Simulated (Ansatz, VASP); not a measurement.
# Two plane-wave programs on RbMg

```
Rb Mg
1.0
     9.09510    0.00000    0.00000
    -4.54755    7.87658    0.00000
     0.00000    0.00000    5.81691
Rb Mg
3 3
Direct
  0.50000 0.00000 0.00000
  0.50000 0.50000 0.00000
  0.00000 0.50000 0.00000
  0.00000 0.00000 0.00000
  0.33333 0.66667 0.50000
  0.66667 0.33333 0.50000
```

Alike in both runs: functional PBE; k mesh 6 × 6 × 6; occupations gaussian, width 0.1 eV; no spin polarisation.

Ansatz relaxed the structure, and its values are those at the end. VASP's run is a single point on that final structure, the one shown.

```csv
,VASP,Ansatz
version,VASP 6.6.1,Ansatz 0.2.0
potentials or method,"VASP PAW PBE potentials, release 64 (Rb_sv, Mg), cutoff 520 eV","scalar-relativistic, plane waves, PAW"
valence electrons in the cell,33,57
```

|  | VASP | Ansatz | Ansatz less VASP |
| --- | --- | --- | --- |
| gap on the k mesh at the Fermi level (eV) | none | none | - |
| pressure (GPa) | 0.0 | 0.0 | 0.00 |

A gap of «none» marks a metal or a gap that the smearing closes. VASP's potentials hold 33 valence electrons a cell and Ansatz's 57, so a difference there can come from the potentials and not from the codes.
